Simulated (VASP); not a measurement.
## Ag: single point with HSE06

The system is Ag.

```
Ag
1.0
     2.96856    0.00000    0.00000
    -1.48428    2.57085    0.00000
     0.00000    0.00000    4.85303
Ag
2
Direct
  0.66667 0.33333 0.75000
  0.33333 0.66667 0.25000
```

This isn't the form of Ag at room conditions, which is fcc.

```json
{
  "Program": "VASP 6.6.1",
  "Task": "single point",
  "Functional": "HSE06",
  "Potentials or basis": "VASP PAW PBE potentials, release 64 (Ag)",
  "Cutoff": "520 eV",
  "k mesh": "6 × 6 × 4",
  "Occupations": "fermi-dirac, width 0.05 eV",
  "Spin": "no spin polarisation",
  "Dipole correction": "no",
  "Grid for exact exchange (PRECFOCK)": "Normal",
  "Further INCAR settings": "ALGO = Normal; EDIFF = 1e-06; NBANDS = 18",
  "Share of exact exchange": "0.25",
  "Screening parameter": "0.2079 1/Å"
}
```

The pressure is -2.5 GPa. The band gap on the k mesh is zero (bands 11 and 12 overlap by 8.89 eV).

Stress tensor (GPa, compression positive):
```
-1.35  0.00  0.00
 0.00 -1.35  0.00
 0.00  0.00 -4.87
```

Levels at points of the mesh, in eV from the Fermi level:
| k point | band 9 | band 10 | band 11 | band 12 | band 13 | band 14 |
| --- | --- | --- | --- | --- | --- | --- |
| (0.00, 0.00, 0.00) | -5.02 | -4.05 | -4.05 | 0.04 | 3.87 | 16.48 |
| (0.50, 0.00, 0.00) | -3.89 | -3.79 | 0.30 | 1.76 | 7.54 | 7.70 |
| (0.00, 0.00, 0.50) | -4.36 | -4.36 | -4.36 | -4.36 | 11.64 | 11.64 |
| (0.50, 0.00, 0.50) | -3.84 | -3.84 | 1.24 | 1.24 | 4.94 | 4.94 |

Run time: 88 min on 1 thread of AMD EPYC 7R13, with other jobs on the host, peak memory 0.28 GiB.

Caveat: the k points lie up to 0.41 Å⁻¹ apart, too coarse for converged energies and pressures of a metal; the PAW data sets were made with another functional, which shifts forces and pressure a little.
